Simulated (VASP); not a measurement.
# Al2Ru (Pn-3m) in VASP: further runs

Al2Ru is run at these levels: r2SCAN; tasks: single point, relaxation of cell and atoms.

Everything below comes from runs of VASP 6.6.1. Logs are shortened: lines on timing, memory, paths and dates and some standing lists are left out, and cuts for length are marked.

## 1. The cell of the first run

Symmetry: Pn-3m, No. 224, cubic system. The conventional cell has a = 5.326 Å, b = 5.326 Å, c = 5.326 Å, α = 90.00°, β = 90.00°, γ = 90.00°. Al (site symmetry -3m) has 2 Ru at 2.31 Å within 3.0 Å. Ru (site symmetry -43m) has 4 Al at 2.31 Å within 3.0 Å.

## 2. Single point, r2SCAN

POSCAR

```
Al2Ru
1.0
    5.3255551844      0.0000000000      0.0000000000
    0.0000000000      5.3255551844      0.0000000000
    0.0000000000      0.0000000000      5.3255551844
Al Ru
4 2
Direct
    0.2500000000      0.2500000000      0.2500000000
    0.2500000000      0.7500000000      0.7500000000
    0.7500000000      0.7500000000      0.2500000000
    0.7500000000      0.2500000000      0.7500000000
    0.0000000000      0.0000000000      0.0000000000
    0.5000000000      0.5000000000      0.5000000000
```

INCAR.step1

```
SYSTEM = Al2Ru
PREC = Accurate ; ENCUT = 520
ISMEAR = 0 ; SIGMA = 0.1
LREAL = .FALSE. ; LASPH = .TRUE.
NELM = 80 ; NBANDS = 29
GGA = PE ; ALGO = Normal
EDIFF = 1E-4 ; LWAVE = .TRUE.
LCHARG = .FALSE.
```

INCAR.step2

```
SYSTEM = Al2Ru
PREC = Accurate ; ENCUT = 520
EDIFF = 1E-7 ; ISMEAR = 0
SIGMA = 0.1 ; LREAL = .FALSE.
LASPH = .TRUE. ; NELM = 80
ALGO = Normal ; ISIF = 2
LWAVE = .FALSE. ; LCHARG = .FALSE.
METAGGA = R2SCAN ; LMIXTAU = .TRUE.
NBANDS = 29 ; ISTART = 1
```

KPOINTS

```
regular mesh
0
G
  4 4 4
  0 0 0
```

Potentials or basis: VASP PAW PBE potentials, release 64 (Al, Ru_pv).

Command:

```
cat potpaw_PBE.64/Al/POTCAR potpaw_PBE.64/Ru_pv/POTCAR > POTCAR
cp INCAR.step1 INCAR
mpirun -np 1 vasp_std > vasp.out
cp INCAR.step2 INCAR
mpirun -np 1 vasp_std > vasp.out
```

OUTCAR:

```text
SYSTEM = Al2Ru
   PREC = Accurate
   ENCUT = 520
   EDIFF = 1E-7
   ISMEAR = 0
   LREAL = .FALSE.
   LASPH = .TRUE.
   NELM = 80
   ISIF = 2
   METAGGA = R2SCAN
   ISTART = 1

 ion  position               nearest neighbor table
   1  0.250  0.250  0.250-   5 2.31   6 2.31
   2  0.250  0.750  0.750-   5 2.31   6 2.31
   3  0.750  0.750  0.250-   5 2.31   6 2.31
   4  0.750  0.250  0.750-   5 2.31   6 2.31
   5  0.000  0.000  0.000-   1 2.31   2 2.31   3 2.31   4 2.31
   6  0.500  0.500  0.500-   1 2.31   2 2.31   3 2.31   4 2.31

  LATTYP: Found a simple cubic cell.
 ALAT       =     5.3255551844

  Lattice vectors:

 A1 = (   5.3255551844,   0.0000000000,   0.0000000000)
 A2 = (   0.0000000000,   5.3255551844,   0.0000000000)
 A3 = (   0.0000000000,   0.0000000000,   5.3255551844)

Analysis of symmetry for initial positions (statically):
=====================================================================
 Subroutine PRICEL returns:
 Original cell was already a primitive cell.

 Routine SETGRP: Setting up the symmetry group for a
 simple cubic supercell.

 Subroutine GETGRP returns: Found 48 space group operations
 (whereof 24 operations were pure point group operations)
 out of a pool of 48 trial point group operations.

The static configuration has the point symmetry T_d .
 The point group associated with its full space group is O_h .

Analysis of symmetry for dynamics (positions and initial velocities):
=====================================================================
 Subroutine PRICEL returns:
 Original cell was already a primitive cell.

 Routine SETGRP: Setting up the symmetry group for a
 simple cubic supercell.

 Subroutine GETGRP returns: Found 48 space group operations
 (whereof 24 operations were pure point group operations)
 out of a pool of 48 trial point group operations.

The dynamic configuration has the point symmetry T_d .
 The point group associated with its full space group is O_h .

 Subroutine INISYM returns: Found 48 space group operations
 (whereof 24 operations are pure point group operations),
 and found     1 'primitive' translations

----------------------------------------------------------------------------------------

                                     Primitive cell

  volume of cell :     151.0409

  direct lattice vectors                    reciprocal lattice vectors
     5.325555184  0.000000000  0.000000000     0.187773850  0.000000000  0.000000000
     0.000000000  5.325555184  0.000000000     0.000000000  0.187773850  0.000000000
     0.000000000  0.000000000  5.325555184     0.000000000  0.000000000  0.187773850

  length of vectors
     5.325555184  5.325555184  5.325555184     0.187773850  0.187773850  0.187773850

  position of ions in fractional coordinates (direct lattice)
     0.250000000  0.250000000  0.250000000
     0.250000000  0.750000000  0.750000000
     0.750000000  0.750000000  0.250000000
     0.750000000  0.250000000  0.750000000
     0.000000000  0.000000000  0.000000000
     0.500000000  0.500000000  0.500000000

  ion indices of the primitive-cell ions
   primitive index   ion index
                 1           1
                 2           2
                 3           3
                 4           4
                 5           5
                 6           6

----------------------------------------------------------------------------------------

 KPOINTS: regular mesh

Automatic generation of k-mesh.
 Grid dimensions read from file:
 generate k-points for:    4    4    4

 Generating k-lattice:

  Cartesian coordinates                     Fractional coordinates (reciprocal lattice)
     0.046943462  0.000000000  0.000000000     0.250000000  0.000000000  0.000000000
     0.000000000  0.046943462  0.000000000     0.000000000  0.250000000  0.000000000
     0.000000000  0.000000000  0.046943462     0.000000000  0.000000000  0.250000000

  Length of vectors
     0.046943462  0.046943462  0.046943462

  Shift w.r.t. Gamma in fractional coordinates (k-lattice)
     0.000000000  0.000000000  0.000000000

 Subroutine IBZKPT returns following result:
 ===========================================

 Found     10 irreducible k-points:

 Following reciprocal coordinates:
            Coordinates               Weight
  0.000000  0.000000  0.000000      1.000000
  0.250000  0.000000  0.000000      6.000000
  0.500000  0.000000  0.000000      3.000000
  0.250000  0.250000  0.000000     12.000000
  0.500000  0.250000  0.000000     12.000000
  0.500000  0.500000  0.000000      3.000000
  0.250000  0.250000  0.250000      8.000000
  0.500000  0.250000  0.250000     12.000000
  0.500000  0.500000  0.250000      6.000000
  0.500000  0.500000  0.500000      1.000000
   k-points           NKPTS =     10   k-points in BZ     NKDIM =     10   number of bands    NBANDS=     29
   number of dos      NEDOS =    301   number of ions     NIONS =      6
   total plane-waves  NPLWV =  64000
   dimension x,y,z NGX =    40 NGY =   40 NGZ =   40
   dimension x,y,z NGXF=    80 NGYF=   80 NGZF=   80
   ions per type =               4   2
   NGX,Y,Z   is equivalent  to a cutoff of  12.49, 12.49, 12.49 a.u.
   NGXF,Y,Z  is equivalent  to a cutoff of  24.97, 24.97, 24.97 a.u.
 SYSTEM =  Al2Ru
   PREC   = accura    normal or accurate (medium, high low for compatibility)
   ISTART =      1    job   : 0-new  1-cont  2-samecut
   ICHARG =      0    charge: 1-file 2-atom 10-const
   ISPIN  =      1    spin polarized calculation?
   LNONCOLLINEAR =      F non collinear calculations
   LSORBIT =      F    spin-orbit coupling
   LASPH  =      T    aspherical Exc in radial PAW
   ENCUT  =  520.0 eV  38.22 Ry    6.18 a.u.   9.90  9.90  9.90*2*pi/ulx,y,z
   NELM   =     80;   NELMIN=  2; NELMDL=  0     # of ELM steps
   EDIFF  = 0.1E-06   stopping-criterion for ELM
   LREAL  =      F    real-space projection
   EDIFFG = 0.1E-05   stopping-criterion for IOM
   NSW    =      0    number of steps for IOM
   IBRION =     -1    ionic relax: 0-MD 1-quasi-New 2-CG
   NFREE  =      0    steps in history (QN), initial steepest desc. (CG)
   ISIF   =      2    stress and relaxation
   ISYM   =      2    0-nonsym 1-usesym 2-fastsym
   POTIM  = 0.5000    time-step for ionic-motion
   TEBEG  =    0.0;   TEEND  =   0.0 temperature during run
   PSTRESS=    0.0 pullay stress
   NELECT =      40.0000    total number of electrons
   NUPDOWN=      -1.0000    fix difference up-down
   EMIN   =  10.00;   EMAX   =-10.00  energy-range for DOS
   EFERMI =   0.00;   METHOD = LEGACY
   ISMEAR =     0;   SIGMA  =   0.10  broadening in eV -4-tet -1-fermi 0-gaus
   EFERMI_NEDOS =   21; number of points for ismear=-14 and -15
   IALGO  =     38    algorithm
   IMIX   =      4    mixing-type and parameters
     AMIX     =   0.40;   BMIX     =  1.00
     AMIX_MAG =   1.60;   BMIX_MAG =  1.00
  volume/ion in A,a.u.               =      25.17       169.88
  Fermi-wavevector in a.u.,A,eV,Ry     =   1.051308  1.986684 15.037817  1.105248
  Thomas-Fermi vector in A             =   2.186346
   LORBIT       =      0    0 simple, 1 ext, 2 COOP (PROOUT), +10 PAW based schemes
   METAGGA = R2SCAN    functional components
   LHFCALC =     F    Hartree Fock is set to
   AEXX    =    0.0000 exact exchange contribution
   IVDW    =     0    specifies the selected vdW correction
   LEPSILON=     F    determine dielectric tensor
   LRPA    =     F    only Hartree local field effects (RPA)
 non-spin polarized calculation
 Gauss-broadening in eV      SIGMA  =   0.10
  energy-cutoff  :      520.00
  volume of cell :      151.04
 maximum number of plane-waves:      4076
 NGX is ok and might be reduce to    40
   NGX = 19   NGY = 19   NGZ = 19

 number of electron      39.9999999 magnetization

 Free energy of the ion-electron system (eV)
  ---------------------------------------------------
  ext. energy  EPLUGINS =         0.00000000
  ---------------------------------------------------
  free energy    TOTEN  =       -72.90550213 eV

  energy without entropy =      -72.88044200  energy(sigma->0) =      -72.89297206

 E-fermi :   3.6780     XC(G=0):  -9.4718

 val. band max:        3.6733522337   @ k =   0.2500   0.0000   0.0000
 cond. band min:       3.7793426119   @ k =   0.5000   0.5000   0.5000
 fundamental gap:      0.1059903782
 Fermi energy:         3.6779699490

 k-point     1 :       0.0000    0.0000    0.0000
  band No.  band energies     occupation
      1     -39.0242      2.00000
      2     -39.0242      2.00000
      3     -39.0242      2.00000
      4     -39.0194      2.00000
      5     -39.0194      2.00000
      6     -39.0194      2.00000
[... 21 lines left out ...]
     28       7.2046      0.00000
     29       7.2046      0.00000

 k-point     2 :       0.2500    0.0000    0.0000
  band No.  band energies     occupation
      1     -39.0240      2.00000
      2     -39.0240      2.00000
      3     -39.0235      2.00000
      4     -39.0202      2.00000
      5     -39.0197      2.00000
      6     -39.0197      2.00000
[... 21 lines left out ...]
     28       7.6499      0.00000
     29       7.6499      0.00000

 k-point     3 :       0.5000    0.0000    0.0000
  band No.  band energies     occupation
      1     -39.0237      2.00000
      2     -39.0237      2.00000
      3     -39.0219      2.00000
      4     -39.0219      2.00000
      5     -39.0200      2.00000
      6     -39.0200      2.00000
[... 21 lines left out ...]
     28       8.7240      0.00000
     29       9.2951      0.00000

 k-point     4 :       0.2500    0.2500    0.0000
  band No.  band energies     occupation
      1     -39.0243      2.00000
      2     -39.0239      2.00000
      3     -39.0227      2.00000
      4     -39.0210      2.00000
      5     -39.0198      2.00000
      6     -39.0195      2.00000
[... 149 lines left out ...]
     28       8.6439      0.00000
     29       9.5780      0.00000

 k-point     9 :       0.5000    0.5000    0.2500
  band No.  band energies     occupation
      1     -39.0241      2.00000
      2     -39.0241      2.00000
      3     -39.0232      2.00000
      4     -39.0205      2.00000
      5     -39.0197      2.00000
      6     -39.0197      2.00000
[... 21 lines left out ...]
     28       9.4172      0.00000
     29       9.9300      0.00000

 k-point    10 :       0.5000    0.5000    0.5000
  band No.  band energies     occupation
      1     -39.0239      2.00000
      2     -39.0239      2.00000
      3     -39.0239      2.00000
      4     -39.0200      2.00000
      5     -39.0200      2.00000
      6     -39.0200      2.00000
[... 21 lines left out ...]
     28      11.3856      0.00000
     29      11.3856      0.00000

------------------------ aborting loop because EDIFF is reached ----------------------------------------

  FORCE on cell =-STRESS in cart. coord.  units (eV):
  Direction    XX          YY          ZZ          XY          YZ          ZX
  --------------------------------------------------------------------------------------
  -------------------------------------------------------------------------------------
  Total        0.1035030      0.1035030      0.1035030      0.0000000      0.0000000     -0.0000000
  in kB        1.0979157      1.0979157      1.0979157      0.0000000      0.0000000     -0.0000000
  external PRESSURE =       1.0979157 kB  Pullay stress =       0.0000000 kB

 VOLUME and BASIS-vectors are now :
 -----------------------------------------------------------------------------
  energy-cutoff  :      520.00
  volume of cell :      151.04
      direct lattice vectors                 reciprocal lattice vectors
     5.325555184  0.000000000  0.000000000     0.187773850  0.000000000  0.000000000
     0.000000000  5.325555184  0.000000000     0.000000000  0.187773850  0.000000000
     0.000000000  0.000000000  5.325555184     0.000000000  0.000000000  0.187773850

 POSITION                                       TOTAL-FORCE (eV/Angst)
 -----------------------------------------------------------------------------------
      1.33139      1.33139      1.33139         0.000000     -0.000000      0.000000
      1.33139      3.99417      3.99417        -0.000000      0.000000      0.000000
      3.99417      3.99417      1.33139        -0.000000     -0.000000     -0.000000
      3.99417      1.33139      3.99417         0.000000     -0.000000     -0.000000
      0.00000      0.00000      0.00000         0.000000     -0.000000      0.000000
      2.66278      2.66278      2.66278         0.000000      0.000000     -0.000000
 -----------------------------------------------------------------------------------
    total drift:                                0.000000      0.000000     -0.000000

  FREE ENERGIE OF THE ION-ELECTRON SYSTEM (eV)
  ---------------------------------------------------
  free  energy   TOTEN  =       -72.9055021254 eV

  energy  without entropy=      -72.8804419965  energy(sigma->0) =      -72.89297206
```

Run time: 2.7 min. Hardware: 1 thread of Intel Xeon Platinum 8488C (Sapphire Rapids), shared host; peak memory 0.27 GiB.

Results:

* Free energy: -72.9055 eV
* Pressure: 0.1 GPa
* Band gap on the k mesh: zero (band 20 reaches 4.20 eV, above the bottom of band 21 at 2.73 eV)

Caveat: the PAW data sets were made with another functional, which shifts forces and pressure a little.

## 3. Relaxation of cell and atoms, r2SCAN

This run uses another cell than the first one, of 14.62 Å³/atom, 0.581 times its volume.

POSCAR, as its differences from that of step 2:

```diff
@@ -2,5 +2,5 @@
 1.0
-    5.3255551844      0.0000000000      0.0000000000
-    0.0000000000      5.3255551844      0.0000000000
-    0.0000000000      0.0000000000      5.3255551844
+    4.4430100874      0.0000000000      0.0000000000
+    0.0000000000      4.4430100874      0.0000000000
+    0.0000000000      0.0000000000      4.4430100874
 Al Ru
```

INCAR.step1

```
SYSTEM = Al2Ru
ALGO = Normal
EDIFF = 1E-4
ENCUT = 600
GGA = PE
ISMEAR = 0
LASPH = .True.
LCHARG = .False.
LREAL = .False.
LWAVE = .True.
NELM = 60
PREC = Accurate
SIGMA = 0.1
```

INCAR.step2

```
SYSTEM = Al2Ru
ALGO = Normal
EDIFF = 1E-7
EDIFFG = -0.04
ENCUT = 600
IBRION = 2
ISIF = 3
ISMEAR = 0
ISTART = 1
LASPH = .True.
LCHARG = .False.
LMIXTAU = .True.
LREAL = .False.
LWAVE = .False.
METAGGA = R2SCAN
NELM = 60
NSW = 90
PREC = Accurate
SIGMA = 0.1
```

KPOINTS

```
k-points
0
Gamma
  4 4 4
  0 0 0
```

Potentials or basis: VASP PAW PBE potentials, release 64 (Al, Ru_pv).

Command:

```
cat potpaw_PBE.64/Al/POTCAR potpaw_PBE.64/Ru_pv/POTCAR > POTCAR
cp INCAR.step1 INCAR
mpirun -np 1 vasp_std > vasp.out
cp INCAR.step2 INCAR
mpirun -np 1 vasp_std > vasp.out
```

Wall time 5.2 min (1 thread of AMD EPYC 9R45 (Zen 5), shared host); peak memory 0.2 GiB.

Results (log left out):

* Free energy: -72.8836 eV
* Relaxed volume: 25.25 Å³/atom
* Relaxed cell: a = 5.331 Å, b = 5.331 Å, c = 5.331 Å, α = 90.00°, β = 90.00°, γ = 90.00°
* Space group after relaxing (to 0.05 Å): Pn-3m (No. 224)
* Energy gained by relaxing: 1983.9 meV/atom
* Ionic steps: 4
* Pressure after relaxing: -0.2 GPa
* Band gap on the k mesh: zero (band 20 reaches 4.17 eV, above the bottom of band 21 at 2.71 eV)

Step by step:
```csv
step,energy change (eV),largest force (eV/Å),pressure (GPa),volume (Å³)
1,0.0000,0.0000,92.99,87.71
2,-6.9553,0.0000,-10.76,245.49
3,-11.8988,0.0000,-0.81,153.08
4,-11.9037,0.0000,-0.19,151.52
```

Final structure:
```yaml
crystal:
  lattice:
    - [5.33123, 0.00000, 0.00000]
    - [0.00000, 5.33123, 0.00000]
    - [0.00000, 0.00000, 5.33123]
  atoms:
    - { symbol: Al, position: [0.25000, 0.25000, 0.25000] }
    - { symbol: Al, position: [0.25000, 0.75000, 0.75000] }
    - { symbol: Al, position: [0.75000, 0.75000, 0.25000] }
    - { symbol: Al, position: [0.75000, 0.25000, 0.75000] }
    - { symbol: Ru, position: [0.00000, 0.00000, 0.00000] }
    - { symbol: Ru, position: [0.50000, 0.50000, 0.50000] }
```

Levels at points of the mesh, in eV from the Fermi level:
| k point | band 18 | band 19 | band 20 | band 21 | band 22 | band 23 |
| --- | --- | --- | --- | --- | --- | --- |
| (0.00, 0.00, 0.00) | -1.21 | -0.44 | -0.44 | -0.44 | 2.67 | 2.67 |
| (0.50, 0.00, 0.00) | -1.45 | 0.52 | 0.52 | 0.92 | 0.92 | 1.26 |
| (0.50, 0.50, 0.00) | -1.54 | -1.23 | -1.23 | 1.33 | 1.33 | 1.68 |
| (0.50, 0.50, 0.50) | -1.13 | -0.95 | -0.95 | -0.95 | 0.10 | 0.10 |

Caveat: the volume moved by over 15 % at a fixed basis, so the end points are rough; the PAW data sets were made with another functional, which shifts forces and pressure a little.

(Part 1 of 2 ends here.)
